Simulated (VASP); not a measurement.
# Pd (Fm-3m) in VASP: notebook

Aim: see how the results for Pd move with the level of theory and the settings. Levels: PBE exchange alone, r2SCAN, PBEsol+D4. Tasks: single point, relaxation of cell and atoms.

Program: VASP 6.6.1. These are calculated values, not measurements. Logs are shortened: lines on timing, memory, paths and dates and some standing lists are left out, and cuts for length are marked.

### 1 The cell of the first run

The structure is cubic, space group Fm-3m (No. 225). The conventional cell has a = 3.893 Å, b = 3.893 Å, c = 3.893 Å, α = 90.00°, β = 90.00°, γ = 90.00°. Within 3.6 Å of Pd (site symmetry m-3m) lie 12 Pd at 2.75 Å.

### 2 Single point, PBE exchange alone

INCAR

```
AGGAC = 0.0
ALDAC = 0.0
ALGO = Normal
EDIFF = 1E-7
ENCUT = 520
GGA = PE
ISIF = 2
ISMEAR = -1
LASPH = T
LCHARG = F
LREAL = F
LWAVE = F
NBANDS = 11
NELM = 100
PREC = Accurate
SIGMA = 0.05
```

KPOINTS

```
k-points
0
Gamma
  12 12 12
```

POSCAR

```
Pd
1.0
    0.0000000000      1.9465000000      1.9465000000
    1.9465000000      0.0000000000      1.9465000000
    1.9465000000      1.9465000000      0.0000000000
Pd
1
Direct
    0.0000000000      0.0000000000      0.0000000000
```

Potentials or basis: VASP PAW PBE potentials, release 64 (Pd).

The run is started by

```console
$ cat potpaw_PBE.64/Pd/POTCAR > POTCAR
$ mpirun -np 1 vasp_std > vasp.out
```

OUTCAR:

```text
EDIFF = 1E-7
   ENCUT = 520
   GGA = PE
   ISIF = 2
   ISMEAR = -1
   LASPH = T
   LREAL = F
   NELM = 100
   PREC = Accurate

 ion  position               nearest neighbor table
   1  0.000  0.000  0.000-

  LATTYP: Found a face centered cubic cell.
 ALAT       =     3.8930000000

  Lattice vectors:

 A1 = (   0.0000000000,   1.9465000000,   1.9465000000)
 A2 = (   1.9465000000,   0.0000000000,   1.9465000000)
 A3 = (   1.9465000000,   1.9465000000,   0.0000000000)

Analysis of symmetry for initial positions (statically):
=====================================================================
 Subroutine PRICEL returns:
 Original cell was already a primitive cell.

 Routine SETGRP: Setting up the symmetry group for a
 face centered cubic supercell.

 Subroutine GETGRP returns: Found 48 space group operations
 (whereof 48 operations were pure point group operations)
 out of a pool of 48 trial point group operations.

The static configuration has the point symmetry O_h .

Analysis of symmetry for dynamics (positions and initial velocities):
=====================================================================
 Subroutine PRICEL returns:
 Original cell was already a primitive cell.

 Routine SETGRP: Setting up the symmetry group for a
 face centered cubic supercell.

 Subroutine GETGRP returns: Found 48 space group operations
 (whereof 48 operations were pure point group operations)
 out of a pool of 48 trial point group operations.

The dynamic configuration has the point symmetry O_h .

 Subroutine INISYM returns: Found 48 space group operations
 (whereof 48 operations are pure point group operations),
 and found     1 'primitive' translations

----------------------------------------------------------------------------------------

                                     Primitive cell

  volume of cell :      14.7500

  direct lattice vectors                    reciprocal lattice vectors
     0.000000000  1.946500000  1.946500000    -0.256871307  0.256871307  0.256871307
     1.946500000  0.000000000  1.946500000     0.256871307 -0.256871307  0.256871307
     1.946500000  1.946500000  0.000000000     0.256871307  0.256871307 -0.256871307

  length of vectors
     2.752766699  2.752766699  2.752766699     0.444914156  0.444914156  0.444914156

  position of ions in fractional coordinates (direct lattice)
     0.000000000  0.000000000  0.000000000

  ion indices of the primitive-cell ions
   primitive index   ion index
                 1           1

----------------------------------------------------------------------------------------

 KPOINTS: k-points

Automatic generation of k-mesh.
 Grid dimensions read from file:
 generate k-points for:   12   12   12

 Generating k-lattice:

  Cartesian coordinates                     Fractional coordinates (reciprocal lattice)
    -0.021405942  0.021405942  0.021405942     0.083333333  0.000000000  0.000000000
     0.021405942 -0.021405942  0.021405942     0.000000000  0.083333333  0.000000000
     0.021405942  0.021405942 -0.021405942     0.000000000  0.000000000  0.083333333

  Length of vectors
     0.037076180  0.037076180  0.037076180

  Shift w.r.t. Gamma in fractional coordinates (k-lattice)
     0.000000000  0.000000000  0.000000000

 Subroutine IBZKPT returns following result:
 ===========================================

 Found     72 irreducible k-points:

 Following reciprocal coordinates:
            Coordinates               Weight
  0.000000  0.000000  0.000000      1.000000
  0.083333  0.000000  0.000000      8.000000
  0.166667  0.000000  0.000000      8.000000
  0.250000  0.000000  0.000000      8.000000
  0.333333  0.000000  0.000000      8.000000
  0.416667  0.000000  0.000000      8.000000
[... 16 lines left out ...]
  0.500000  0.166667  0.000000     24.000000
 -0.416667  0.166667  0.000000     24.000000
 [... further k-points ...]
   k-points           NKPTS =     72   k-points in BZ     NKDIM =     72   number of bands    NBANDS=     11
   number of dos      NEDOS =    301   number of ions     NIONS =      1
   total plane-waves  NPLWV =   8000
   dimension x,y,z NGX =    20 NGY =   20 NGZ =   20
   dimension x,y,z NGXF=    40 NGYF=   40 NGZF=   40
   ions per type =               1
   NGX,Y,Z   is equivalent  to a cutoff of  12.08, 12.08, 12.08 a.u.
   NGXF,Y,Z  is equivalent  to a cutoff of  24.16, 24.16, 24.16 a.u.
 SYSTEM =  unknown system
   PREC   = accura    normal or accurate (medium, high low for compatibility)
   ISTART =      0    job   : 0-new  1-cont  2-samecut
   ICHARG =      2    charge: 1-file 2-atom 10-const
   ISPIN  =      1    spin polarized calculation?
   LNONCOLLINEAR =      F non collinear calculations
   LSORBIT =      F    spin-orbit coupling
   LASPH  =      T    aspherical Exc in radial PAW
   ENCUT  =  520.0 eV  38.22 Ry    6.18 a.u.   5.12  5.12  5.12*2*pi/ulx,y,z
   NELM   =    100;   NELMIN=  2; NELMDL= -5     # of ELM steps
   EDIFF  = 0.1E-06   stopping-criterion for ELM
   LREAL  =      F    real-space projection
   EDIFFG = 0.1E-05   stopping-criterion for IOM
   NSW    =      0    number of steps for IOM
   IBRION =     -1    ionic relax: 0-MD 1-quasi-New 2-CG
   NFREE  =      0    steps in history (QN), initial steepest desc. (CG)
   ISIF   =      2    stress and relaxation
   ISYM   =      2    0-nonsym 1-usesym 2-fastsym
   POTIM  = 0.5000    time-step for ionic-motion
   TEBEG  =    0.0;   TEEND  =   0.0 temperature during run
   PSTRESS=    0.0 pullay stress
   NELECT =      10.0000    total number of electrons
   NUPDOWN=      -1.0000    fix difference up-down
   EMIN   =  10.00;   EMAX   =-10.00  energy-range for DOS
   EFERMI =   0.00;   METHOD = LEGACY
   ISMEAR =    -1;   SIGMA  =   0.05  broadening in eV -4-tet -1-fermi 0-gaus
   EFERMI_NEDOS =   21; number of points for ismear=-14 and -15
   IALGO  =     38    algorithm
   IMIX   =      4    mixing-type and parameters
     AMIX     =   0.40;   BMIX     =  1.00
     AMIX_MAG =   1.60;   BMIX_MAG =  1.00
  volume/ion in A,a.u.               =      14.75        99.54
  Fermi-wavevector in a.u.,A,eV,Ry     =   1.438171  2.717748 28.141404  2.068335
  Thomas-Fermi vector in A             =   2.557167
   LORBIT       =      0    0 simple, 1 ext, 2 COOP (PROOUT), +10 PAW based schemes
   GGA     = PE    functional components
   LHFCALC =     F    Hartree Fock is set to
   AEXX    =    0.0000 exact exchange contribution
   IVDW    =     0    specifies the selected vdW correction
   LEPSILON=     F    determine dielectric tensor
   LRPA    =     F    only Hartree local field effects (RPA)
 non-spin polarized calculation
  energy-cutoff  :      520.00
  volume of cell :       14.75
 maximum number of plane-waves:       415
   NGX = 11   NGY = 11   NGZ = 11

 number of electron      10.0000000 magnetization

 number of electron       9.9999999 magnetization

 Free energy of the ion-electron system (eV)
  ---------------------------------------------------
  ext. energy  EPLUGINS =         0.00000000
  ---------------------------------------------------
  free energy    TOTEN  =        -3.19402685 eV

  energy without entropy =       -3.17491481  energy(sigma->0) =       -3.18447083

 E-fermi :  11.5189     XC(G=0): -11.3617

 val. band max:       11.5181353855   @ k =  -0.4167   0.4167   0.1667
 cond. band min:      11.5194865059   @ k =   0.5000   0.0833   0.0000
 fundamental gap:      0.0013511204
 Fermi energy:        11.5188581253

 k-point     1 :       0.0000    0.0000    0.0000
  band No.  band energies     occupation
      1       4.5034      2.00000
      2       8.6903      2.00000
      3       8.6903      2.00000
      4       8.6903      2.00000
      5      10.2878      2.00000
      6      10.2878      2.00000
      7      28.9702      0.00000
      8      33.5969      0.00000
      9      33.5969      0.00000
     10      33.5969      0.00000
     11      37.5620      0.00000

 k-point     2 :       0.0833    0.0000    0.0000
  band No.  band energies     occupation
      1       4.7542      2.00000
      2       8.6071      2.00000
      3       8.7754      2.00000
      4       8.7754      2.00000
      5      10.2494      2.00000
      6      10.2494      2.00000
      7      29.2234      0.00000
      8      32.1593      0.00000
      9      33.8854      0.00000
     10      33.8854      0.00000
     11      37.6016      0.00000

 k-point     3 :       0.1667    0.0000    0.0000
  band No.  band energies     occupation
      1       5.4299      2.00000
      2       8.4701      2.00000
      3       8.9469      2.00000
      4       8.9469      2.00000
      5      10.2261      2.00000
      6      10.2261      2.00000
      7      28.9857      0.00000
      8      30.2658      0.00000
      9      34.6324      0.00000
     10      34.6324      0.00000
     11      37.7202      0.00000

 k-point     4 :       0.2500    0.0000    0.0000
  band No.  band energies     occupation
      1       6.1636      2.00000
      2       8.7139      2.00000
      3       8.9803      2.00000
      4       8.9803      2.00000
      5      10.4464      2.00000
      6      10.4464      2.00000
      7      26.2060      0.00000
      8      30.0346      0.00000
      9      35.2432      0.00000
     10      35.2432      0.00000
     11      37.3662      0.00000
[... 239 lines left out ...]
 k-point    22 :       0.4167    0.1667    0.0000
  band No.  band energies     occupation
      1       6.8703      2.00000
      2       8.2945      2.00000
      3       8.9054      2.00000
      4       9.3928      2.00000
      5      11.4620      1.51453
      6      12.7975      0.00000
      7      22.4226      0.00000
      8      29.0521      0.00000
      9      30.1576      0.00000
     10      31.9653      0.00000
     11      37.6146      0.00000

 k-point    23 :       0.5000    0.1667    0.0000
  band No.  band energies     occupation
      1       6.8274      2.00000
      2       8.2221      2.00000
      3       9.2457      2.00000
      4       9.4492      2.00000
      5      11.5516      0.68398
      6      14.7162      0.00000
      7      19.6686      0.00000
      8      28.1703      0.00000
      9      30.4153      0.00000
     10      31.0129      0.00000
     11      37.6219      0.00000

 k-point    24 :      -0.4167    0.1667    0.0000
  band No.  band energies     occupation
      1       6.8795      2.00000
      2       8.2266      2.00000
      3       9.1758      2.00000
      4       9.6596      2.00000
      5      11.2825      1.98246
      6      15.2798      0.00000
      7      19.1477      0.00000
      8      27.5585      0.00000
      9      30.5490      0.00000
     10      31.4698      0.00000
     11      37.6173      0.00000

 [... further k-points ...]

------------------------ aborting loop because EDIFF is reached ----------------------------------------

  FORCE on cell =-STRESS in cart. coord.  units (eV):
  Direction    XX          YY          ZZ          XY          YZ          ZX
  --------------------------------------------------------------------------------------
  -------------------------------------------------------------------------------------
  Total        3.0307687      3.0307687      3.0307687     -0.0000000     -0.0000000      0.0000000
  in kB      329.2078290    329.2078290    329.2078290     -0.0000000     -0.0000000      0.0000000
  external PRESSURE =     329.2078290 kB  Pullay stress =       0.0000000 kB

 VOLUME and BASIS-vectors are now :
 -----------------------------------------------------------------------------
  energy-cutoff  :      520.00
  volume of cell :       14.75
      direct lattice vectors                 reciprocal lattice vectors
     0.000000000  1.946500000  1.946500000    -0.256871307  0.256871307  0.256871307
     1.946500000  0.000000000  1.946500000     0.256871307 -0.256871307  0.256871307
     1.946500000  1.946500000  0.000000000     0.256871307  0.256871307 -0.256871307

 POSITION                                       TOTAL-FORCE (eV/Angst)
 -----------------------------------------------------------------------------------
      0.00000      0.00000      0.00000        -0.000000     -0.000000     -0.000000
 -----------------------------------------------------------------------------------
    total drift:                                0.000000      0.000000      0.000000

  FREE ENERGIE OF THE ION-ELECTRON SYSTEM (eV)
  ---------------------------------------------------
  free  energy   TOTEN  =        -3.1940268491 eV

  energy  without entropy=       -3.1749148051  energy(sigma->0) =       -3.18447083
```

Wall time 8.9 s (1 thread of Intel Xeon 8259CL, shared host); peak memory 0.13 GiB.

What came out:

| Property | Result |
| --- | --- |
| Free energy | -3.1940 eV |
| Pressure | 32.9 GPa |
| Band gap on the k mesh | zero (bands 5 and 6 overlap by 1.61 eV) |

Levels at points of the mesh, in eV from the Fermi level:
| k point | band 3 | band 4 | band 5 | band 6 | band 7 | band 8 |
| --- | --- | --- | --- | --- | --- | --- |
| (0.00, 0.00, 0.00) | -2.83 | -2.83 | -1.23 | -1.23 | 17.45 | 22.08 |
| (0.50, 0.00, 0.00) | -2.88 | -0.01 | -0.01 | 1.23 | 7.34 | 16.84 |
| (0.50, 0.50, 0.00) | -0.05 | 0.31 | 0.31 | 3.51 | 10.83 | 13.29 |

Caveat: the cell stands under pressure.

### 3 Single point, r2SCAN

POSCAR is that of step 2.

INCAR.step1

```
ALGO = Normal ; EDIFF = 1E-4
ENCUT = 520 ; GGA = PE
ISMEAR = -1 ; LASPH = True
LCHARG = False ; LREAL = False
LWAVE = True ; NBANDS = 11
NELM = 80 ; PREC = Accurate
SIGMA = 0.05
```

INCAR.step2

```
ALGO = Normal ; EDIFF = 1E-7
ENCUT = 520 ; ISIF = 2
ISMEAR = -1 ; ISTART = 1
LASPH = True ; LCHARG = True
LELF = True ; LMIXTAU = True
LREAL = False ; LVHAR = True
LWAVE = False ; METAGGA = R2SCAN
NBANDS = 11 ; NELM = 80
PREC = Accurate ; SIGMA = 0.05
```

KPOINTS is that of step 2.

Potentials or basis: VASP PAW PBE potentials, release 64 (Pd).

The run is started by

```console
$ cat potpaw_PBE.64/Pd/POTCAR > POTCAR
$ cp INCAR.step1 INCAR
$ mpirun -np 1 vasp_std > vasp.out
$ cp INCAR.step2 INCAR
$ mpirun -np 1 vasp_std > vasp.out
```

It took 48 s on 1 thread of Intel Xeon 8259CL, shared host; peak memory 0.14 GiB.

The run converged. Its results:

```yaml
Free_energy: -22.9566 eV
Pressure: 2.8 GPa
Band_gap_on_the_k_mesh: zero (bands 5 and 6 overlap by 1.68 eV)
```

Levels at points of the mesh, in eV from the Fermi level:
| k point | band 2 | band 3 | band 4 | band 5 | band 6 | band 7 | band 8 | band 9 |
| --- | --- | --- | --- | --- | --- | --- | --- | --- |
| (0.00, 0.00, 0.00) | -2.90 | -2.90 | -2.90 | -1.29 | -1.29 | 18.05 | 22.44 | 23.05 |
| (0.50, 0.00, 0.00) | -2.97 | -2.97 | -0.02 | -0.02 | 1.32 | 7.74 | 17.46 | 22.16 |
| (0.50, 0.50, 0.00) | -5.25 | -0.08 | 0.33 | 0.33 | 3.68 | 11.34 | 13.96 | 13.96 |

Caveat: the PAW data sets were made with another functional, which shifts forces and pressure a little.

### 4 Relaxation of cell and atoms, PBEsol+D4

INCAR

```
PREC = Accurate ; ENCUT = 600
EDIFF = 1E-7 ; ISMEAR = -1
SIGMA = 0.05 ; LREAL = False
LASPH = True ; NELM = 80
ALGO = Normal ; ISIF = 3
LWAVE = False ; LCHARG = False
GGA = PS ; IVDW = 13
IBRION = 2 ; NSW = 60
EDIFFG = -0.01
```

KPOINTS

```
Automatic mesh
0
Gamma
  12 12 12
```

POSCAR is that of step 3.

The run is started by

```console
$ cat potpaw_PBE.64/Pd/POTCAR > POTCAR
$ mpirun -np 1 vasp_std > vasp.out
```

Run time: 41 s. Hardware: 1 thread of Intel Xeon 8259CL, shared host; peak memory 0.16 GiB.

Results (log left out):

* Free energy: -6.2687 eV
* Relaxed volume: 14.31 Å³/atom
* Relaxed cell: a = 2.725 Å, b = 2.725 Å, c = 2.725 Å, α = 60.00°, β = 60.00°, γ = 60.00°
* Space group after relaxing (to 0.1 Å): Fm-3m (No. 225)
* Energy gained by relaxing: 8.9 meV/atom
* Ionic steps: 3
* Pressure after relaxing: -0.1 GPa
* Band gap on the k mesh: zero (bands 5 and 6 overlap by 1.67 eV)
* Dispersion energy per atom: -0.295 eV

Step by step:
| step | energy change (eV) | largest force (eV/Å) | pressure (GPa) | volume (Å³) |
| --- | --- | --- | --- | --- |
| 1 | 0.0000 | 0.0000 | -6.14 | 14.75 |
| 2 | 0.0191 | 0.0000 | 13.08 | 13.58 |
| 3 | -0.0089 | 0.0000 | -0.09 | 14.31 |

Final structure:
```
Pd
1.0
     0.00000    1.92685    1.92685
     1.92685    0.00000    1.92685
     1.92685    1.92685    0.00000
Pd
1
Cartesian
  0.0000 0.0000 0.0000
```

Levels at points of the mesh, in eV from the Fermi level:
| k point | band 3 | band 4 | band 5 | band 6 | band 7 | band 8 |
| --- | --- | --- | --- | --- | --- | --- |
| (0.00, 0.00, 0.00) | -2.98 | -2.98 | -1.26 | -1.26 | 17.17 | 22.12 |
| (0.50, 0.00, 0.00) | -3.02 | 0.00 | 0.00 | 0.89 | 7.54 | 16.54 |
| (0.50, 0.50, 0.00) | -0.02 | 0.33 | 0.33 | 3.28 | 11.06 | 13.31 |

Caveat: the PAW data sets were made with another functional, which shifts forces and pressure a little.

### 5 Summary

| task | level | cell | cutoff (eV) | gap on the mesh (eV) | pressure (GPa) |
| --- | --- | --- | --- | --- | --- |
| single point | PBE exchange alone | as given | 520 | none | 32.9 |
| single point | r2SCAN | as given | 520 | none | 2.8 |
| relaxation of cell and atoms | PBEsol+D4 | relaxed | 600 | none | -0.1 |

Alike in all rows: potentials or basis VASP PAW PBE potentials, release 64 (Pd); no spin polarisation; k mesh 12 × 12 × 12; smearing fermi-dirac 0.05 eV.

Caveats: the PAW data sets were made with another functional, which shifts forces and pressure a little (at least some runs); the cell stands under pressure (at least some runs).

Total energies depend on the potentials used, so only differences within one code and one set of settings carry meaning.
